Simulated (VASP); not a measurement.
MgS: single point with r2SCAN

Crystal: MgS.

```xyz
2
Lattice="0.0000 2.5954 2.5954 2.5954 0.0000 2.5954 2.5954 2.5954 0.0000" Properties=species:S:1:pos:R:3 pbc="T T T"
Mg    0.0000    0.0000    0.0000
S     2.5954    2.5954    2.5954
```

This cell differs from its parent crystal: functional r2SCAN, strained.

- Program: VASP 6.6.1
- Task: single point
- Functional: r2SCAN
- Potentials or basis: VASP PAW PBE potentials, release 64 (Mg, S)
- Cutoff: 660 eV
- k mesh: 8 × 8 × 8
- Occupations: gaussian, width 0.02 eV
- Spin: no spin polarisation

```
Pressure               : 0.1 GPa
Band gap on the k mesh : 3.45 eV, indirect (least direct gap 4.68 eV)
```

Levels at points of the mesh, in eV from the valence-band top:
| k point | band 2 | band 3 | band 4 | band 5 | band 6 | band 7 |
| --- | --- | --- | --- | --- | --- | --- |
| (0.00, 0.00, 0.00) | 0.00 | 0.00 | 0.00 | 4.68 | 8.53 | 8.53 |
| (0.50, 0.00, 0.00) | -4.92 | -0.63 | -0.63 | 5.23 | 7.51 | 7.51 |
| (0.50, 0.50, 0.00) | -4.31 | -1.74 | -1.74 | 3.45 | 4.90 | 13.22 |

Run time: 49 s on 1 thread of Intel(R) Xeon(R) Platinum 8488C (Sapphire Rapids), with other jobs on the host, peak memory 0.19 GiB.

Caveat: the cell differs from its parent crystal (functional r2SCAN, strained); the PAW data sets were made with another functional, which shifts forces and pressure a little. A k mesh can miss the band edges.
